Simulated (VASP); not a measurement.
# Ba4As (P6/mmm) in VASP: single point with r2SCAN+rVV10

Aim: the single point of Ba4As with r2SCAN+rVV10.

Everything below comes from runs of VASP 6.6.1. Logs are shortened: lines on timing, memory, paths and dates and some standing lists are left out, and cuts for length are marked.

### 1 The cell of the first run

The structure is hexagonal, space group P6/mmm (No. 191). Conventional cell: a = 7.928 Å, b = 7.928 Å, c = 7.119 Å, α = 90.00°, β = 90.00°, γ = 120.00°. Within 3.6 Å of Ba (site symmetry 3m) lie 1 Ba at 2.77 Å.

### 2 Single point, r2SCAN+rVV10

File POSCAR:

```
Ba4As
1.0
    7.9276982900      0.0000000000      0.0000000000
   -3.9638491450      6.8655881127      0.0000000000
    0.0000000000      0.0000000000      7.1193061700
Ba As
4 1
Direct
    0.3333333333      0.6666666667      0.3055290700
    0.6666666667      0.3333333333      0.6944709300
    0.6666666666      0.3333333333      0.3055290700
    0.3333333334      0.6666666667      0.6944709300
    0.0000000000      0.0000000000      0.0000000000
```

File INCAR.step1:

```
SYSTEM = Ba4As
PREC = Accurate
ENCUT = 520
ISMEAR = 0
SIGMA = 0.01
LREAL = .False.
LASPH = .True.
NELM = 100
NBANDS = 30
GGA = PE
ALGO = Normal
EDIFF = 1E-4
LWAVE = .True.
LCHARG = .False.
```

File INCAR.step2:

```
SYSTEM = Ba4As
PREC = Accurate
ENCUT = 520
EDIFF = 1E-6
ISMEAR = 0
SIGMA = 0.01
LREAL = .False.
LASPH = .True.
NELM = 100
ALGO = Normal
ISIF = 2
LWAVE = .False.
LCHARG = .True.
METAGGA = R2SCAN
LMIXTAU = .True.
LUSE_VDW = .True.
IVDW_NL = 2
BPARAM = 11.95
CPARAM = 0.0093
LELF = .True.
LVHAR = .True.
NBANDS = 30
ISTART = 1
```

File KPOINTS:

```
Automatic mesh
0
Gamma
  3 3 3
  0 0 0
```

Potentials or basis: VASP PAW PBE potentials, release 64 (Ba_sv, As).

Command:

```bash
cat potpaw_PBE.64/Ba_sv/POTCAR potpaw_PBE.64/As/POTCAR > POTCAR
cp INCAR.step1 INCAR
mpirun -np 1 vasp_std > vasp.out
cp INCAR.step2 INCAR
mpirun -np 1 vasp_std > vasp.out
```

OUTCAR:

```text
SYSTEM = Ba4As
   PREC = Accurate
   ENCUT = 520
   EDIFF = 1E-6
   ISMEAR = 0
   LREAL = .False.
   LASPH = .True.
   NELM = 100
   ISIF = 2
   METAGGA = R2SCAN
   IVDW_NL = 2
   BPARAM = 11.95
   ISTART = 1

 ion  position               nearest neighbor table
   1  0.333  0.667  0.306-   4 2.77   4 4.35   3 4.58   3 4.58   3 4.58
   2  0.667  0.333  0.694-   3 2.77   3 4.35   4 4.58   4 4.58   4 4.58
   3  0.667  0.333  0.306-   2 2.77   2 4.35   1 4.58   1 4.58   1 4.58
   4  0.333  0.667  0.694-   1 2.77   1 4.35   2 4.58   2 4.58   2 4.58
   5  0.000  0.000  0.000-

  LATTYP: Found a hexagonal cell.
 ALAT       =     7.9276982900
 C/A-ratio  =     0.8980294039

  Lattice vectors:

 A1 = (   7.9276982900,   0.0000000000,   0.0000000000)
 A2 = (  -3.9638491450,   6.8655881127,   0.0000000000)
 A3 = (   0.0000000000,   0.0000000000,   7.1193061700)

Analysis of symmetry for initial positions (statically):
=====================================================================
 Subroutine PRICEL returns:
 Original cell was already a primitive cell.

 Routine SETGRP: Setting up the symmetry group for a
 hexagonal supercell.

 Subroutine GETGRP returns: Found 24 space group operations
 (whereof 24 operations were pure point group operations)
 out of a pool of 24 trial point group operations.

The static configuration has the point symmetry D_6h.

Analysis of symmetry for dynamics (positions and initial velocities):
=====================================================================
 Subroutine PRICEL returns:
 Original cell was already a primitive cell.

 Routine SETGRP: Setting up the symmetry group for a
 hexagonal supercell.

 Subroutine GETGRP returns: Found 24 space group operations
 (whereof 24 operations were pure point group operations)
 out of a pool of 24 trial point group operations.

The dynamic configuration has the point symmetry D_6h.

 Subroutine INISYM returns: Found 24 space group operations
 (whereof 24 operations are pure point group operations),
 and found     1 'primitive' translations

----------------------------------------------------------------------------------------

                                     Primitive cell

  volume of cell :     387.4918

  direct lattice vectors                    reciprocal lattice vectors
     7.927698290  0.000000000  0.000000000     0.126140017  0.072826973  0.000000000
    -3.963849145  6.865588113  0.000000000     0.000000000  0.145653946  0.000000000
     0.000000000  0.000000000  7.119306170     0.000000000  0.000000000  0.140463126

  length of vectors
     7.927698290  7.927698290  7.119306170     0.145653946  0.145653946  0.140463126

  position of ions in fractional coordinates (direct lattice)
     0.333333333  0.666666667  0.305529070
     0.666666667  0.333333333  0.694470930
     0.666666667  0.333333333  0.305529070
     0.333333333  0.666666667  0.694470930
     0.000000000  0.000000000  0.000000000

  ion indices of the primitive-cell ions
   primitive index   ion index
                 1           1
                 2           2
                 3           3
                 4           4
                 5           5

----------------------------------------------------------------------------------------

 KPOINTS: Automatic mesh

Automatic generation of k-mesh.
 Grid dimensions read from file:
 generate k-points for:    3    3    3

 Generating k-lattice:

  Cartesian coordinates                     Fractional coordinates (reciprocal lattice)
     0.042046672  0.024275658  0.000000000     0.333333333  0.000000000  0.000000000
     0.000000000  0.048551315  0.000000000     0.000000000  0.333333333  0.000000000
     0.000000000  0.000000000  0.046821042     0.000000000  0.000000000  0.333333333

  Length of vectors
     0.048551315  0.048551315  0.046821042

  Shift w.r.t. Gamma in fractional coordinates (k-lattice)
     0.000000000  0.000000000  0.000000000

 Subroutine IBZKPT returns following result:
 ===========================================

 Found      6 irreducible k-points:

 Following reciprocal coordinates:
            Coordinates               Weight
  0.000000  0.000000  0.000000      1.000000
  0.333333 -0.000000  0.000000      6.000000
  0.333333  0.333333  0.000000      2.000000
  0.000000  0.000000  0.333333      2.000000
  0.333333 -0.000000  0.333333     12.000000
  0.333333  0.333333  0.333333      4.000000
   k-points           NKPTS =      6   k-points in BZ     NKDIM =      6   number of bands    NBANDS=     30
   number of dos      NEDOS =    301   number of ions     NIONS =      5
   total plane-waves  NPLWV = 194400
   dimension x,y,z NGX =    60 NGY =   60 NGZ =   54
   dimension x,y,z NGXF=   120 NGYF=  120 NGZF=  108
   ions per type =               4   1
   NGX,Y,Z   is equivalent  to a cutoff of  12.58, 12.58, 12.61 a.u.
   NGXF,Y,Z  is equivalent  to a cutoff of  25.16, 25.16, 25.22 a.u.
 SYSTEM =  Ba4As
   PREC   = accura    normal or accurate (medium, high low for compatibility)
   ISTART =      1    job   : 0-new  1-cont  2-samecut
   ICHARG =      0    charge: 1-file 2-atom 10-const
   ISPIN  =      1    spin polarized calculation?
   LNONCOLLINEAR =      F non collinear calculations
   LSORBIT =      F    spin-orbit coupling
   LASPH  =      T    aspherical Exc in radial PAW
   ENCUT  =  520.0 eV  38.22 Ry    6.18 a.u.  14.74 14.74 13.24*2*pi/ulx,y,z
   NELM   =    100;   NELMIN=  2; NELMDL=  0     # of ELM steps
   EDIFF  = 0.1E-05   stopping-criterion for ELM
   LREAL  =      F    real-space projection
   EDIFFG = 0.1E-04   stopping-criterion for IOM
   NSW    =      0    number of steps for IOM
   IBRION =     -1    ionic relax: 0-MD 1-quasi-New 2-CG
   NFREE  =      0    steps in history (QN), initial steepest desc. (CG)
   ISIF   =      2    stress and relaxation
   ISYM   =      2    0-nonsym 1-usesym 2-fastsym
   POTIM  = 0.5000    time-step for ionic-motion
   TEBEG  =    0.0;   TEEND  =   0.0 temperature during run
   PSTRESS=    0.0 pullay stress
   NELECT =      45.0000    total number of electrons
   NUPDOWN=      -1.0000    fix difference up-down
   EMIN   =  10.00;   EMAX   =-10.00  energy-range for DOS
   EFERMI =   0.00;   METHOD = LEGACY
   ISMEAR =     0;   SIGMA  =   0.01  broadening in eV -4-tet -1-fermi 0-gaus
   EFERMI_NEDOS =   21; number of points for ismear=-14 and -15
   IALGO  =     38    algorithm
   IMIX   =      4    mixing-type and parameters
     AMIX     =   0.40;   BMIX     =  1.00
     AMIX_MAG =   1.60;   BMIX_MAG =  1.00
  volume/ion in A,a.u.               =      77.50       522.98
  Fermi-wavevector in a.u.,A,eV,Ry     =   0.798714  1.509351  8.679764  0.637945
  Thomas-Fermi vector in A             =   1.905679
   LORBIT       =      0    0 simple, 1 ext, 2 COOP (PROOUT), +10 PAW based schemes
   METAGGA = R2SCAN    functional components
   LHFCALC =     F    Hartree Fock is set to
   AEXX    =    0.0000 exact exchange contribution
   IVDW_NL    =     2    kernel type
   BPARAM     =11.9500
   IVDW    =     0    specifies the selected vdW correction
   LEPSILON=     F    determine dielectric tensor
   LRPA    =     F    only Hartree local field effects (RPA)
 non-spin polarized calculation
 Gauss-broadening in eV      SIGMA  =   0.01
  energy-cutoff  :      520.00
  volume of cell :      387.49
 maximum number of plane-waves:     10485
 NGX is ok and might be reduce to    60
   NGX = 29   NGY = 29   NGZ = 27

 number of electron      44.9999995 magnetization

 Free energy of the ion-electron system (eV)
  ---------------------------------------------------
  ext. energy  EPLUGINS =         0.00000000
  ---------------------------------------------------
  free energy    TOTEN  =      -111.70710715 eV

  energy without entropy =     -111.70327756  energy(sigma->0) =     -111.70519236

 E-fermi :   0.0552     XC(G=0):  -6.6139

 val. band max:        0.0523442143   @ k =   0.3333  -0.0000   0.3333
 cond. band min:       0.0577368066   @ k =   0.3333  -0.0000   0.0000
 fundamental gap:      0.0053925923
 Fermi energy:         0.0551822505

 k-point     1 :       0.0000    0.0000    0.0000
  band No.  band energies     occupation
      1     -30.7332      2.00000
      2     -30.7177      2.00000
      3     -29.8035      2.00000
      4     -29.7900      2.00000
      5     -17.0509      2.00000
      6     -17.0220      2.00000
[... 22 lines left out ...]
     29       0.8208      0.00000
     30       1.8961      0.00000

 k-point     2 :       0.3333   -0.0000    0.0000
  band No.  band energies     occupation
      1     -30.7300      2.00000
      2     -30.7210      2.00000
      3     -29.8007      2.00000
      4     -29.7928      2.00000
      5     -17.0448      2.00000
      6     -17.0281      2.00000
[... 22 lines left out ...]
     29       0.9190      0.00000
     30       1.3479      0.00000

 k-point     3 :       0.3333    0.3333    0.0000
  band No.  band energies     occupation
      1     -30.7255      2.00000
      2     -30.7255      2.00000
      3     -29.7968      2.00000
      4     -29.7968      2.00000
      5     -17.0365      2.00000
      6     -17.0365      2.00000
[... 22 lines left out ...]
     29       1.0264      0.00000
     30       1.3850      0.00000

 k-point     4 :       0.0000    0.0000    0.3333
  band No.  band energies     occupation
      1     -30.7277      2.00000
      2     -30.7123      2.00000
      3     -29.8113      2.00000
      4     -29.7975      2.00000
      5     -16.9742      2.00000
      6     -16.9482      2.00000
[... 22 lines left out ...]
     29       1.7039      0.00000
     30       1.7051      0.00000

 k-point     5 :       0.3333   -0.0000    0.3333
  band No.  band energies     occupation
      1     -30.7245      2.00000
      2     -30.7156      2.00000
      3     -29.8084      2.00000
      4     -29.8005      2.00000
      5     -16.9687      2.00000
      6     -16.9537      2.00000
[... 22 lines left out ...]
     29       1.4544      0.00000
     30       1.7942      0.00000

 k-point     6 :       0.3333    0.3333    0.3333
  band No.  band energies     occupation
      1     -30.7200      2.00000
      2     -30.7200      2.00000
      3     -29.8044      2.00000
      4     -29.8044      2.00000
      5     -16.9612      2.00000
      6     -16.9612      2.00000
[... 22 lines left out ...]
     29       1.3372      0.00000
     30       1.4586      0.00000

------------------------ aborting loop because EDIFF is reached ----------------------------------------

  FORCE on cell =-STRESS in cart. coord.  units (eV):
  Direction    XX          YY          ZZ          XY          YZ          ZX
  --------------------------------------------------------------------------------------
  -------------------------------------------------------------------------------------
  Total      -10.2849292    -10.2849292     23.2516188      0.0000000      0.0000000      0.0000000
  in kB      -42.5254933    -42.5254933     96.1393648      0.0000000      0.0000000      0.0000000
  external PRESSURE =       3.6961261 kB  Pullay stress =       0.0000000 kB

 VOLUME and BASIS-vectors are now :
 -----------------------------------------------------------------------------
  energy-cutoff  :      520.00
  volume of cell :      387.49
      direct lattice vectors                 reciprocal lattice vectors
     7.927698290  0.000000000  0.000000000     0.126140017  0.072826973  0.000000000
    -3.963849145  6.865588113  0.000000000     0.000000000  0.145653946  0.000000000
     0.000000000  0.000000000  7.119306170     0.000000000  0.000000000  0.140463126

 POSITION                                       TOTAL-FORCE (eV/Angst)
 -----------------------------------------------------------------------------------
     -0.00000      4.57706      2.17515        -0.000000      0.000000     -4.701280
      3.96385      2.28853      4.94415         0.000000     -0.000000      4.701280
      3.96385      2.28853      2.17515        -0.000000     -0.000000     -4.701280
      0.00000      4.57706      4.94415         0.000000      0.000000      4.701280
      0.00000      0.00000      0.00000        -0.000000      0.000000      0.000000
 -----------------------------------------------------------------------------------
    total drift:                               -0.000000      0.000000     -0.000000

  FREE ENERGIE OF THE ION-ELECTRON SYSTEM (eV)
  ---------------------------------------------------
  free  energy   TOTEN  =      -111.7071071484 eV

  energy  without entropy=     -111.7032775646  energy(sigma->0) =     -111.70519236
```

Run time: 8.8 min. Hardware: 1 thread of Intel Xeon Platinum 8488C (Sapphire Rapids), shared host; peak memory 1.1 GiB.

What came out:

```
Free energy   : -111.7071 eV
Pressure      : 0.4 GPa
Largest force : 4.701 eV/Å
```

Forces on the atoms (eV/Å):
```
Ba   0.000  0.000 -4.701
Ba   0.000  0.000  4.701
Ba   0.000  0.000 -4.701
Ba   0.000  0.000  4.701
As   0.000  0.000  0.000
```

Caveat: the PAW data sets were made with another functional, which shifts forces and pressure a little; spin-orbit coupling is left out, which moves the levels of the heavy elements.
